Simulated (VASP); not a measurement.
# Ag (P6_3/mmc) in VASP: a series of runs

Runs on Ag. Level: r2SCAN. Tasks: single point.

All numbers are computed with VASP 6.6.1; they aren't measurements. Logs are shortened: lines on timing, memory, paths and dates and some standing lists are left out, and cuts for length are marked.

### 1 The cell of the first run

It takes space group P6_3/mmc (No. 194, hexagonal). Conventional cell: a = 2.905 Å, b = 2.905 Å, c = 9.467 Å, α = 90.00°, β = 90.00°, γ = 120.00°. Within 3.8 Å of Ag (site symmetry -6m2) lie 12 Ag at 2.90 to 2.91 Å. Ag (site symmetry -3m) has 12 Ag at 2.90 to 2.91 Å within 3.8 Å.

This isn't the form of Ag at room conditions, which is fcc.

### 2 Single point, r2SCAN

File POSCAR:

```
Ag
1.0
    2.9052090038      0.0000000000      0.0000000000
   -1.4526045019      2.5159848006      0.0000000000
    0.0000000000      0.0000000000      9.4669946005
Ag
4
Direct
    0.3333333333      0.6666666667      0.2500000000
    0.6666666667      0.3333333333      0.7500000000
    0.0000000000      0.0000000000      0.0000000000
    0.0000000000      0.0000000000      0.5000000000
```

File INCAR.step1:

```
PREC = Accurate
ENCUT = 520
ISMEAR = 0
SIGMA = 0.15
LREAL = F
LASPH = T
NELM = 100
NBANDS = 30
GGA = PE
ALGO = Normal
EDIFF = 1E-4
LWAVE = T
LCHARG = F
```

File INCAR.step2:

```
PREC = Accurate
ENCUT = 520
EDIFF = 1E-6
ISMEAR = 0
SIGMA = 0.15
LREAL = F
LASPH = T
NELM = 100
ALGO = Normal
ISIF = 2
LWAVE = F
LCHARG = F
METAGGA = R2SCAN
LMIXTAU = T
NBANDS = 30
ISTART = 1
```

File KPOINTS:

```
Automatic mesh
0
Gamma
  18 18 6
```

Potentials or basis: VASP PAW PBE potentials, release 64 (Ag).

Command:

```console
$ cat potpaw_PBE.64/Ag/POTCAR > POTCAR
$ cp INCAR.step1 INCAR
$ mpirun -np 1 vasp_std > vasp.out
$ cp INCAR.step2 INCAR
$ mpirun -np 1 vasp_std > vasp.out
```

OUTCAR:

```text
PREC = Accurate
   ENCUT = 520
   EDIFF = 1E-6
   ISMEAR = 0
   LREAL = F
   LASPH = T
   NELM = 100
   ISIF = 2
   METAGGA = R2SCAN
   ISTART = 1

 ion  position               nearest neighbor table
   1  0.333  0.667  0.250-   3 2.90   4 2.90   3 2.90   4 2.90   3 2.90   4 2.90
   2  0.667  0.333  0.750-   3 2.90   4 2.90   3 2.90   4 2.90   3 2.90   4 2.90
   3  0.000  0.000  0.000-   1 2.90   2 2.90   2 2.90   1 2.90   2 2.90   1 2.90
   4  0.000  0.000  0.500-   1 2.90   2 2.90   2 2.90   1 2.90   2 2.90   1 2.90

  LATTYP: Found a hexagonal cell.
 ALAT       =     2.9052090038
 C/A-ratio  =     3.2586277229

  Lattice vectors:

 A1 = (   2.9052090038,   0.0000000000,   0.0000000000)
 A2 = (  -1.4526045019,   2.5159848006,   0.0000000000)
 A3 = (   0.0000000000,   0.0000000000,   9.4669946005)

Analysis of symmetry for initial positions (statically):
=====================================================================
 Subroutine PRICEL returns:
 Original cell was already a primitive cell.

 Routine SETGRP: Setting up the symmetry group for a
 hexagonal supercell.

 Subroutine GETGRP returns: Found 24 space group operations
 (whereof 12 operations were pure point group operations)
 out of a pool of 24 trial point group operations.

The static configuration has the point symmetry D_3d.
 The point group associated with its full space group is D_6h.

Analysis of symmetry for dynamics (positions and initial velocities):
=====================================================================
 Subroutine PRICEL returns:
 Original cell was already a primitive cell.

 Routine SETGRP: Setting up the symmetry group for a
 hexagonal supercell.

 Subroutine GETGRP returns: Found 24 space group operations
 (whereof 12 operations were pure point group operations)
 out of a pool of 24 trial point group operations.

The dynamic configuration has the point symmetry D_3d.
 The point group associated with its full space group is D_6h.

 Subroutine INISYM returns: Found 24 space group operations
 (whereof 12 operations are pure point group operations),
 and found     1 'primitive' translations

----------------------------------------------------------------------------------------

                                     Primitive cell

  volume of cell :      69.1986

  direct lattice vectors                    reciprocal lattice vectors
     2.905209004  0.000000000  0.000000000     0.344209315  0.198729340  0.000000000
    -1.452604502  2.515984801  0.000000000     0.000000000  0.397458681  0.000000000
     0.000000000  0.000000000  9.466994600     0.000000000  0.000000000  0.105630144

  length of vectors
     2.905209004  2.905209004  9.466994600     0.397458681  0.397458681  0.105630144

  position of ions in fractional coordinates (direct lattice)
     0.333333333  0.666666667  0.250000000
     0.666666667  0.333333333  0.750000000
     0.000000000  0.000000000  0.000000000
     0.000000000  0.000000000  0.500000000

  ion indices of the primitive-cell ions
   primitive index   ion index
                 1           1
                 2           2
                 3           3
                 4           4

----------------------------------------------------------------------------------------

 KPOINTS: Automatic mesh

Automatic generation of k-mesh.
 Grid dimensions read from file:
 generate k-points for:   18   18    6

 Generating k-lattice:

  Cartesian coordinates                     Fractional coordinates (reciprocal lattice)
     0.019122740  0.011040519  0.000000000     0.055555556  0.000000000  0.000000000
     0.000000000  0.022081038  0.000000000     0.000000000  0.055555556  0.000000000
     0.000000000  0.000000000  0.017605024     0.000000000  0.000000000  0.166666667

  Length of vectors
     0.022081038  0.022081038  0.017605024

  Shift w.r.t. Gamma in fractional coordinates (k-lattice)
     0.000000000  0.000000000  0.000000000

 Subroutine IBZKPT returns following result:
 ===========================================

 Found    148 irreducible k-points:

 Following reciprocal coordinates:
            Coordinates               Weight
  0.000000  0.000000  0.000000      1.000000
  0.055556 -0.000000  0.000000      6.000000
  0.111111 -0.000000  0.000000      6.000000
  0.166667 -0.000000  0.000000      6.000000
  0.222222  0.000000  0.000000      6.000000
  0.277778  0.000000  0.000000      6.000000
[... 16 lines left out ...]
  0.333333  0.111111  0.000000     12.000000
  0.388889  0.111111  0.000000     12.000000
 [... further k-points ...]
   k-points           NKPTS =    148   k-points in BZ     NKDIM =    148   number of bands    NBANDS=     30
   number of dos      NEDOS =    301   number of ions     NIONS =      4
   total plane-waves  NPLWV =  40320
   dimension x,y,z NGX =    24 NGY =   24 NGZ =   70
   dimension x,y,z NGXF=    48 NGYF=   48 NGZF=  140
   ions per type =               4
   NGX,Y,Z   is equivalent  to a cutoff of  13.73, 13.73, 12.29 a.u.
   NGXF,Y,Z  is equivalent  to a cutoff of  27.47, 27.47, 24.58 a.u.
 SYSTEM =  unknown system
   PREC   = accura    normal or accurate (medium, high low for compatibility)
   ISTART =      1    job   : 0-new  1-cont  2-samecut
   ICHARG =      0    charge: 1-file 2-atom 10-const
   ISPIN  =      1    spin polarized calculation?
   LNONCOLLINEAR =      F non collinear calculations
   LSORBIT =      F    spin-orbit coupling
   LASPH  =      T    aspherical Exc in radial PAW
   ENCUT  =  520.0 eV  38.22 Ry    6.18 a.u.   5.40  5.40 17.60*2*pi/ulx,y,z
   NELM   =    100;   NELMIN=  2; NELMDL=  0     # of ELM steps
   EDIFF  = 0.1E-05   stopping-criterion for ELM
   LREAL  =      F    real-space projection
   EDIFFG = 0.1E-04   stopping-criterion for IOM
   NSW    =      0    number of steps for IOM
   IBRION =     -1    ionic relax: 0-MD 1-quasi-New 2-CG
   NFREE  =      0    steps in history (QN), initial steepest desc. (CG)
   ISIF   =      2    stress and relaxation
   ISYM   =      2    0-nonsym 1-usesym 2-fastsym
   POTIM  = 0.5000    time-step for ionic-motion
   TEBEG  =    0.0;   TEEND  =   0.0 temperature during run
   PSTRESS=    0.0 pullay stress
   NELECT =      44.0000    total number of electrons
   NUPDOWN=      -1.0000    fix difference up-down
   EMIN   =  10.00;   EMAX   =-10.00  energy-range for DOS
   EFERMI =   0.00;   METHOD = LEGACY
   ISMEAR =     0;   SIGMA  =   0.15  broadening in eV -4-tet -1-fermi 0-gaus
   EFERMI_NEDOS =   21; number of points for ismear=-14 and -15
   IALGO  =     38    algorithm
   IMIX   =      4    mixing-type and parameters
     AMIX     =   0.40;   BMIX     =  1.00
     AMIX_MAG =   1.60;   BMIX_MAG =  1.00
  volume/ion in A,a.u.               =      17.30       116.74
  Fermi-wavevector in a.u.,A,eV,Ry     =   1.407753  2.660268 26.963608  1.981769
  Thomas-Fermi vector in A             =   2.529980
   LORBIT       =      0    0 simple, 1 ext, 2 COOP (PROOUT), +10 PAW based schemes
   METAGGA = R2SCAN    functional components
   LHFCALC =     F    Hartree Fock is set to
   AEXX    =    0.0000 exact exchange contribution
   IVDW    =     0    specifies the selected vdW correction
   LEPSILON=     F    determine dielectric tensor
   LRPA    =     F    only Hartree local field effects (RPA)
 non-spin polarized calculation
 Gauss-broadening in eV      SIGMA  =   0.15
  energy-cutoff  :      520.00
  volume of cell :       69.20
 maximum number of plane-waves:      1908
 NGX is ok and might be reduce to    24
   NGX = 11   NGY = 11   NGZ = 35

 number of electron      43.9999999 magnetization

 Free energy of the ion-electron system (eV)
  ---------------------------------------------------
  ext. energy  EPLUGINS =         0.00000000
  ---------------------------------------------------
  free energy    TOTEN  =       -85.42879694 eV

  energy without entropy =      -85.41543904  energy(sigma->0) =      -85.42211799

 E-fermi :   8.2248     XC(G=0): -12.8662

 val. band max:        8.2151281697   @ k =   0.0556  -0.0000   0.0000
 cond. band min:       8.2305759876   @ k =   0.0556   0.0556   0.1667
 fundamental gap:      0.0154478179
 Fermi energy:         8.2247577374

 k-point     1 :       0.0000    0.0000    0.0000
  band No.  band energies     occupation
      1       0.3844      2.00000
      2       1.5966      2.00000
      3       1.7126      2.00000
      4       1.7161      2.00000
      5       3.1277      2.00000
      6       3.1277      2.00000
[... 22 lines left out ...]
     29      24.5172      0.00000
     30      25.4065      0.00000

 k-point     2 :       0.0556   -0.0000    0.0000
  band No.  band energies     occupation
      1       0.4721      2.00000
      2       1.6483      2.00000
      3       1.7882      2.00000
      4       1.7900      2.00000
      5       3.0848      2.00000
      6       3.1056      2.00000
[... 22 lines left out ...]
     29      24.4659      0.00000
     30      25.0475      0.00000

 k-point     3 :       0.1111   -0.0000    0.0000
  band No.  band energies     occupation
      1       0.7270      2.00000
      2       1.7887      2.00000
      3       1.9932      2.00000
      4       1.9967      2.00000
      5       2.9245      2.00000
      6       3.0326      2.00000
[... 22 lines left out ...]
     29      23.9893      0.00000
     30      24.0986      0.00000

 k-point     4 :       0.1667   -0.0000    0.0000
  band No.  band energies     occupation
      1       1.1173      2.00000
      2       1.9587      2.00000
      3       2.2488      2.00000
      4       2.2551      2.00000
      5       2.6986      2.00000
      6       2.8497      2.00000
[... 616 lines left out ...]
     29      18.5754      0.00000
     30      20.8138      0.00000

 k-point    23 :       0.3333    0.1111    0.0000
  band No.  band energies     occupation
      1       1.8182      2.00000
      2       1.8211      2.00000
      3       1.9079      2.00000
      4       2.3645      2.00000
      5       2.3826      2.00000
      6       2.6375      2.00000
[... 22 lines left out ...]
     29      17.9760      0.00000
     30      20.0623      0.00000

 k-point    24 :       0.3889    0.1111    0.0000
  band No.  band energies     occupation
      1       1.7094      2.00000
      2       1.7515      2.00000
      3       1.8262      2.00000
      4       2.2806      2.00000
      5       2.3254      2.00000
      6       2.5917      2.00000
[... 22 lines left out ...]
     29      17.5598      0.00000
     30      18.5454      0.00000

 [... further k-points ...]
[... 5 lines left out ...]
  --------------------------------------------------------------------------------------
  -------------------------------------------------------------------------------------
  Total        0.0411796      0.0411796      0.1489146      0.0000000      0.0000000     -0.0000000
  in kB        0.9534440      0.9534440      3.4478663      0.0000000      0.0000000     -0.0000000
  external PRESSURE =       1.7849181 kB  Pullay stress =       0.0000000 kB

 VOLUME and BASIS-vectors are now :
 -----------------------------------------------------------------------------
  energy-cutoff  :      520.00
  volume of cell :       69.20
      direct lattice vectors                 reciprocal lattice vectors
     2.905209004  0.000000000  0.000000000     0.344209315  0.198729340  0.000000000
    -1.452604502  2.515984801  0.000000000     0.000000000  0.397458681  0.000000000
     0.000000000  0.000000000  9.466994600     0.000000000  0.000000000  0.105630144

 POSITION                                       TOTAL-FORCE (eV/Angst)
 -----------------------------------------------------------------------------------
     -0.00000      1.67732      2.36675         0.000000     -0.000000      0.000000
      1.45260      0.83866      7.10025        -0.000000      0.000000      0.000000
      0.00000      0.00000      0.00000        -0.000000     -0.000000     -0.000000
      0.00000      0.00000      4.73350        -0.000000     -0.000000     -0.000000
 -----------------------------------------------------------------------------------
    total drift:                               -0.000000      0.000000      0.000000

  FREE ENERGIE OF THE ION-ELECTRON SYSTEM (eV)
  ---------------------------------------------------
  free  energy   TOTEN  =       -85.4287969431 eV

  energy  without entropy=      -85.4154390432  energy(sigma->0) =      -85.42211799
```

It took 5.7 min on 1 thread of Intel Xeon 6975P-C (Granite Rapids), shared host; peak memory 0.35 GiB.

What came out:

* Free energy: -85.4288 eV
* Pressure: 0.2 GPa
* Band gap on the k mesh: zero (bands 22 and 23 overlap by 6.92 eV)

Levels at points of the mesh, in eV from the Fermi level:
| k point | band 18 | band 19 | band 20 | band 21 | band 22 | band 23 | band 24 | band 25 | band 26 | band 27 |
| --- | --- | --- | --- | --- | --- | --- | --- | --- | --- | --- |
| (0.00, 0.00, 0.00) | -3.93 | -3.93 | -3.71 | -3.71 | -3.31 | -3.31 | -0.27 | 3.66 | 11.49 | 11.51 |
| (0.50, 0.00, 0.00) | -3.13 | -3.12 | -3.09 | -0.11 | 0.86 | 1.04 | 1.61 | 4.38 | 4.46 | 7.68 |
| (0.00, 0.00, 0.50) | -4.10 | -3.48 | -3.48 | -3.48 | -3.48 | -2.46 | -2.46 | 6.68 | 6.68 | 15.91 |
| (0.50, 0.00, 0.50) | -3.25 | -3.14 | -3.14 | 0.29 | 0.29 | 1.46 | 1.46 | 4.87 | 4.87 | 6.58 |

Caveat: the PAW data sets were made with another functional, which shifts forces and pressure a little.

### 3 Single point, r2SCAN

File POSCAR:

```
Ag
1.0
    2.9052089811      0.0000000000      0.0000000000
   -1.4526044906      2.5159847809      0.0000000000
    0.0000000000      0.0000000000      9.4669946662
Ag
4
Direct
    0.3333333333      0.6666666667      0.2500000000
    0.6666666667      0.3333333333      0.7500000000
    0.0000000000      0.0000000000      0.0000000000
    0.0000000000      0.0000000000      0.5000000000
```

File INCAR.step1:

```
SYSTEM = Ag
PREC = Accurate ; ENCUT = 520
ISMEAR = 0 ; SIGMA = 0.1
LREAL = .False. ; LASPH = .True.
NELM = 80 ; NBANDS = 30
GGA = PE ; ALGO = Normal
EDIFF = 1E-4 ; LWAVE = .True.
LCHARG = .False.
```

File INCAR.step2:

```
SYSTEM = Ag
PREC = Accurate ; ENCUT = 520
EDIFF = 1E-7 ; ISMEAR = 0
SIGMA = 0.1 ; LREAL = .False.
LASPH = .True. ; NELM = 80
ALGO = Normal ; ISIF = 2
LWAVE = .False. ; LCHARG = .True.
METAGGA = R2SCAN ; LMIXTAU = .True.
LELF = .True. ; LVHAR = .True.
NBANDS = 30 ; ISTART = 1
```

File KPOINTS:

```
Automatic mesh
0
Gamma
  18 18 4
  0 0 0
```

Potentials or basis: VASP PAW PBE potentials, release 64 (Ag).

Command:

```console
$ cat potpaw_PBE.64/Ag/POTCAR > POTCAR
$ cp INCAR.step1 INCAR
$ mpirun -np 1 vasp_std > vasp.out
$ cp INCAR.step2 INCAR
$ mpirun -np 1 vasp_std > vasp.out
```

It took 5.4 min on 1 thread of Intel Xeon 6975P-C (Granite Rapids), shared host; peak memory 0.31 GiB.

The run converged. Its results:

| Property | Result |
| --- | --- |
| Free energy | -85.4225 eV |
| Pressure | 0.1 GPa |
| Band gap on the k mesh | zero (bands 22 and 23 overlap by 6.93 eV) |

Levels at points of the mesh, in eV from the Fermi level:
| k point | band 18 | band 19 | band 20 | band 21 | band 22 | band 23 | band 24 | band 25 | band 26 | band 27 |
| --- | --- | --- | --- | --- | --- | --- | --- | --- | --- | --- |
| (0.00, 0.00, 0.00) | -3.98 | -3.98 | -3.76 | -3.76 | -3.36 | -3.36 | -0.31 | 3.61 | 11.44 | 11.46 |
| (0.50, 0.00, 0.00) | -3.18 | -3.17 | -3.14 | -0.16 | 0.81 | 0.99 | 1.57 | 4.34 | 4.41 | 7.63 |
| (0.00, 0.00, 0.50) | -4.15 | -3.53 | -3.53 | -3.53 | -3.53 | -2.51 | -2.51 | 6.63 | 6.63 | 15.87 |
| (0.50, 0.00, 0.50) | -3.30 | -3.19 | -3.19 | 0.25 | 0.25 | 1.41 | 1.41 | 4.83 | 4.83 | 6.53 |

Caveat: the PAW data sets were made with another functional, which shifts forces and pressure a little.

[end of part 1 of 2]

The gap in the log of VASP goes by the Fermi energy; the results here count the filled bands.